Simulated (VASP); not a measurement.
# AlH2 (P4/mmm) in VASP: further runs, part 2 of 2

VASP 6.6.1. The steps go on from the part before.

**4. Single point, PBE**

This run uses another cell than the first one, of 10.92 Å³/atom, 1.044 times its volume.

Contents of INCAR:

```
ALGO     = Normal         # electronic algorithm
EDIFF    = 1E-7           # SCF threshold, eV
ENCUT    = 520            # plane-wave cutoff, eV
GGA      = PE             # functional
ISIF     = 2              # what is computed and relaxed
ISMEAR   = 0              # smearing method
LASPH    = T              # aspherical terms in the spheres
LCHARG   = T              # write CHGCAR
LELF     = T              # ELF
LREAL    = F              # projectors in reciprocal space
LVHAR    = T            
LWAVE    = F              # write WAVECAR
NBANDS   = 10             # bands
NELM     = 80             # most SCF steps
PREC     = Accurate       # precision mode
SIGMA    = 0.1            # smearing width, eV
```

Contents of KPOINTS:

```
k-points
0
Gamma
  18 18 10
```

Contents of POSCAR:

```
AlH2
1.0
    2.5822812146      0.0000000000      0.0000000000
    0.0000000000      2.5822812146      0.0000000000
    0.0000000000      0.0000000000      4.9145326393
Al H
1 2
Direct
    0.0000000000      0.0000000000      0.0000000000
    0.5000000000      0.5000000000      0.2097774827
    0.5000000000      0.5000000000      0.7902225173
```

Potentials or basis: VASP PAW PBE potentials, release 64 (Al, H).

Launch:

```sh
> cat potpaw_PBE.64/Al/POTCAR potpaw_PBE.64/H/POTCAR > POTCAR
> mpirun -np 1 vasp_std > vasp.out
```

OUTCAR:

```text
EDIFF = 1E-7
   ENCUT = 520
   GGA = PE
   ISIF = 2
   ISMEAR = 0
   LASPH = T
   LREAL = F
   NELM = 80
   PREC = Accurate

 ion  position               nearest neighbor table
   1  0.000  0.000  0.000-   2 2.10   3 2.10   2 2.10   3 2.10   2 2.10   3 2.10   2 2.10   3 2.10

   2  0.500  0.500  0.210-   1 2.10   1 2.10   1 2.10   1 2.10
   3  0.500  0.500  0.790-   1 2.10   1 2.10   1 2.10   1 2.10

  LATTYP: Found a simple tetragonal cell.
 ALAT       =     2.5822812146
 C/A-ratio  =     1.9031748407

  Lattice vectors:

 A1 = (   2.5822812146,   0.0000000000,   0.0000000000)
 A2 = (   0.0000000000,   2.5822812146,   0.0000000000)
 A3 = (   0.0000000000,   0.0000000000,   4.9145326393)

Analysis of symmetry for initial positions (statically):
=====================================================================
 Subroutine PRICEL returns:
 Original cell was already a primitive cell.

 Routine SETGRP: Setting up the symmetry group for a
 simple tetragonal supercell.

 Subroutine GETGRP returns: Found 16 space group operations
 (whereof 16 operations were pure point group operations)
 out of a pool of 16 trial point group operations.

The static configuration has the point symmetry D_4h.

Analysis of symmetry for dynamics (positions and initial velocities):
=====================================================================
 Subroutine PRICEL returns:
 Original cell was already a primitive cell.

 Routine SETGRP: Setting up the symmetry group for a
 simple tetragonal supercell.

 Subroutine GETGRP returns: Found 16 space group operations
 (whereof 16 operations were pure point group operations)
 out of a pool of 16 trial point group operations.

The dynamic configuration has the point symmetry D_4h.

 Subroutine INISYM returns: Found 16 space group operations
 (whereof 16 operations are pure point group operations),
 and found     1 'primitive' translations

----------------------------------------------------------------------------------------

                                     Primitive cell

  volume of cell :      32.7710

  direct lattice vectors                    reciprocal lattice vectors
     2.582281215  0.000000000  0.000000000     0.387254492  0.000000000  0.000000000
     0.000000000  2.582281215  0.000000000     0.000000000  0.387254492  0.000000000
     0.000000000  0.000000000  4.914532639     0.000000000  0.000000000  0.203478148

  length of vectors
     2.582281215  2.582281215  4.914532639     0.387254492  0.387254492  0.203478148

  position of ions in fractional coordinates (direct lattice)
     0.000000000  0.000000000  0.000000000
     0.500000000  0.500000000  0.209777483
     0.500000000  0.500000000  0.790222517

  ion indices of the primitive-cell ions
   primitive index   ion index
                 1           1
                 2           2
                 3           3

----------------------------------------------------------------------------------------

 KPOINTS: k-points

Automatic generation of k-mesh.
 Grid dimensions read from file:
 generate k-points for:   18   18   10

 Generating k-lattice:
[... 24 lines left out ...]
  0.277778  0.000000  0.000000      4.000000
[... 16 lines left out ...]
  0.277778  0.111111  0.000000      8.000000
  0.333333  0.111111  0.000000      8.000000
 [... further k-points ...]
   k-points           NKPTS =    330   k-points in BZ     NKDIM =    330   number of bands    NBANDS=     10
   number of dos      NEDOS =    301   number of ions     NIONS =      3
   total plane-waves  NPLWV =  16000
   dimension x,y,z NGX =    20 NGY =   20 NGZ =   40
   dimension x,y,z NGXF=    40 NGYF=   40 NGZF=   80
   ions per type =               1   2
   NGX,Y,Z   is equivalent  to a cutoff of  12.88, 12.88, 13.53 a.u.
   NGXF,Y,Z  is equivalent  to a cutoff of  25.75, 25.75, 27.06 a.u.
 SYSTEM =  unknown system
   PREC   = accura    normal or accurate (medium, high low for compatibility)
   ISTART =      0    job   : 0-new  1-cont  2-samecut
   ICHARG =      2    charge: 1-file 2-atom 10-const
   ISPIN  =      1    spin polarized calculation?
   LNONCOLLINEAR =      F non collinear calculations
   LSORBIT =      F    spin-orbit coupling
   LASPH  =      T    aspherical Exc in radial PAW
   ENCUT  =  520.0 eV  38.22 Ry    6.18 a.u.   4.80  4.80  9.14*2*pi/ulx,y,z
   NELM   =     80;   NELMIN=  2; NELMDL= -5     # of ELM steps
   EDIFF  = 0.1E-06   stopping-criterion for ELM
   LREAL  =      F    real-space projection
   EDIFFG = 0.1E-05   stopping-criterion for IOM
   NSW    =      0    number of steps for IOM
   IBRION =     -1    ionic relax: 0-MD 1-quasi-New 2-CG
   NFREE  =      0    steps in history (QN), initial steepest desc. (CG)
   ISIF   =      2    stress and relaxation
   ISYM   =      2    0-nonsym 1-usesym 2-fastsym
   POTIM  = 0.5000    time-step for ionic-motion
   TEBEG  =    0.0;   TEEND  =   0.0 temperature during run
   PSTRESS=    0.0 pullay stress
   NELECT =       5.0000    total number of electrons
   NUPDOWN=      -1.0000    fix difference up-down
   EMIN   =  10.00;   EMAX   =-10.00  energy-range for DOS
   EFERMI =   0.00;   METHOD = LEGACY
   ISMEAR =     0;   SIGMA  =   0.10  broadening in eV -4-tet -1-fermi 0-gaus
   EFERMI_NEDOS =   21; number of points for ismear=-14 and -15
   IALGO  =     38    algorithm
   IMIX   =      4    mixing-type and parameters
     AMIX     =   0.40;   BMIX     =  1.00
     AMIX_MAG =   1.60;   BMIX_MAG =  1.00
  volume/ion in A,a.u.               =      10.92        73.72
  Fermi-wavevector in a.u.,A,eV,Ry     =   0.874786  1.653105 10.411861  0.765250
  Thomas-Fermi vector in A             =   1.994366
   LORBIT       =      0    0 simple, 1 ext, 2 COOP (PROOUT), +10 PAW based schemes
   GGA     = PE    functional components
   LHFCALC =     F    Hartree Fock is set to
   AEXX    =    0.0000 exact exchange contribution
   IVDW    =     0    specifies the selected vdW correction
   LEPSILON=     F    determine dielectric tensor
   LRPA    =     F    only Hartree local field effects (RPA)
 non-spin polarized calculation
 Gauss-broadening in eV      SIGMA  =   0.10
  energy-cutoff  :      520.00
  volume of cell :       32.77
 maximum number of plane-waves:       916
 NGX is ok and might be reduce to    20
   NGX =  9   NGY =  9   NGZ = 19

 number of electron       5.0000001 magnetization

 Free energy of the ion-electron system (eV)
  ---------------------------------------------------
  ext. energy  EPLUGINS =         0.00000000
  ---------------------------------------------------
  free energy    TOTEN  =        -8.93920183 eV

  energy without entropy =       -8.93653820  energy(sigma->0) =       -8.93787002

 E-fermi :   2.8022     XC(G=0):  -8.2769

 val. band max:        2.7942786197   @ k =   0.5000   0.3889   0.2000
 cond. band min:       2.8175710773   @ k =   0.5000   0.4444   0.5000
 fundamental gap:      0.0232924576
 Fermi energy:         2.8022323577

 k-point     1 :       0.0000    0.0000    0.0000
  band No.  band energies     occupation
      1      -8.3196      2.00000
      2      -2.5144      2.00000
      3       4.1383      0.00000
      4      11.9592      0.00000
      5      12.1625      0.00000
      6      13.6756      0.00000
      7      13.6756      0.00000
      8      15.1013      0.00000
      9      17.9597      0.00000
     10      19.9919      0.00000
[... 287 lines left out ...]
 k-point    24 :       0.3333    0.1111    0.0000
  band No.  band energies     occupation
      1      -5.8204      2.00000
      2      -0.3162      2.00000
      3       2.1159      2.00000
      4       6.7321      0.00000
      5       8.0312      0.00000
      6      10.4357      0.00000
      7      14.8180      0.00000
      8      17.3030      0.00000
      9      17.3549      0.00000
     10      20.1888      0.00000

 [... further k-points ...]

------------------------ aborting loop because EDIFF is reached ----------------------------------------

  FORCE on cell =-STRESS in cart. coord.  units (eV):
  Direction    XX          YY          ZZ          XY          YZ          ZX
  --------------------------------------------------------------------------------------
  -------------------------------------------------------------------------------------
  Total       -0.0223430     -0.0223430     -0.0179750      0.0000000      0.0000000      0.0000000
  in kB       -1.0923512     -1.0923512     -0.8787995      0.0000000      0.0000000      0.0000000
  external PRESSURE =      -1.0211673 kB  Pullay stress =       0.0000000 kB

 VOLUME and BASIS-vectors are now :
 -----------------------------------------------------------------------------
  energy-cutoff  :      520.00
  volume of cell :       32.77
      direct lattice vectors                 reciprocal lattice vectors
     2.582281215  0.000000000  0.000000000     0.387254492  0.000000000  0.000000000
     0.000000000  2.582281215  0.000000000     0.000000000  0.387254492  0.000000000
     0.000000000  0.000000000  4.914532639     0.000000000  0.000000000  0.203478148

 POSITION                                       TOTAL-FORCE (eV/Angst)
 -----------------------------------------------------------------------------------
      0.00000      0.00000      0.00000         0.000000      0.000000      0.000000
      1.29114      1.29114      1.03096         0.000000      0.000000      0.000251
      1.29114      1.29114      3.88357         0.000000      0.000000     -0.000251
 -----------------------------------------------------------------------------------
    total drift:                                0.000000      0.000000      0.000000

  FREE ENERGIE OF THE ION-ELECTRON SYSTEM (eV)
  ---------------------------------------------------
  free  energy   TOTEN  =        -8.9392018348 eV

  energy  without entropy=       -8.9365382021  energy(sigma->0) =       -8.93787002
```

Wall time 90 s (1 thread of AMD EPYC 7R13 (Zen 3), shared host); peak memory 0.18 GiB.

What came out:

| Item | Value |
| --- | --- |
| Free energy | -8.9392 eV |
| Pressure | -0.1 GPa |

Levels at points of the mesh, in eV from the Fermi level:
```tsv
k point	band 1	band 2	band 3	band 4	band 5	band 6
(0.00, 0.00, 0.00)	-11.12	-5.32	1.34	9.16	9.36	10.87
(0.50, 0.00, 0.00)	-7.18	-3.74	-2.07	2.66	5.76	7.57
(0.50, 0.50, 0.00)	-3.67	0.12	0.12	0.71	3.50	7.70
(0.00, 0.00, 0.50)	-10.94	-6.20	5.24	6.82	9.20	10.15
(0.50, 0.00, 0.50)	-7.01	-3.55	-2.74	1.53	8.36	11.55
(0.50, 0.50, 0.50)	-3.49	0.17	0.23	0.23	3.84	6.72
```

**5. Summary**

```tsv
task	cell	k mesh	cutoff (eV)	gap on the mesh (eV)	pressure (GPa)
single point	a = 2.580, b = 2.580, c = 4.716 Å, 3 atoms	8 × 8 × 4	520	none	0.0
relaxation of cell and atoms	relaxed from a = 2.434, b = 2.434, c = 4.651 Å, 3 atoms	8 × 8 × 4	600	none	-0.3
single point	a = 2.582, b = 2.582, c = 4.915 Å, 3 atoms	18 × 18 × 10	520	none	-0.1
```

Alike in all rows: level PBE; potentials or basis VASP PAW PBE potentials, release 64 (Al, H); no spin polarisation; smearing gaussian 0.1 eV.

Caveats: the volume moved by over 15 % at a fixed basis, so the end points are rough (some runs).

Absolute energies hang on the potentials; compare differences alone.
